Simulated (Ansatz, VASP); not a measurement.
## One calculation of As, two programs

```
As
1.0
     1.79508    1.03639    5.05426
    -1.79508    1.03639    5.05426
     0.00000   -2.07278    5.05426
As
2
Direct
  0.78834 0.78834 0.78834
  0.21166 0.21166 0.21166
```

Alike in both runs: task single point; functional r2SCAN; k mesh 10 × 10 × 10; occupations methfessel-paxton of order 1, width 0.01 eV; no spin polarisation.

|  | VASP | Ansatz |
| --- | --- | --- |
| version | VASP 6.6.1 | Ansatz 0.2.0 |
| potentials or method | VASP PAW PBE potentials, release 64 (As), cutoff 520 eV | plane waves (500 eV) with PAW, scalar-relativistic |
| valence electrons in the cell | 10 | 30 |

|  | VASP | Ansatz | Ansatz less VASP |
| --- | --- | --- | --- |
| pressure (GPa) | 0.1 | 0.0 | -0.13 |
| traceless stress, the component that is largest in VASP (GPa) | 0.14 | 0.04 | -0.096 |

VASP's potentials were made for PBE, not for r2SCAN. VASP's potentials hold 10 valence electrons a cell and Ansatz's 30, so a difference there can come from the potentials and not from the codes.
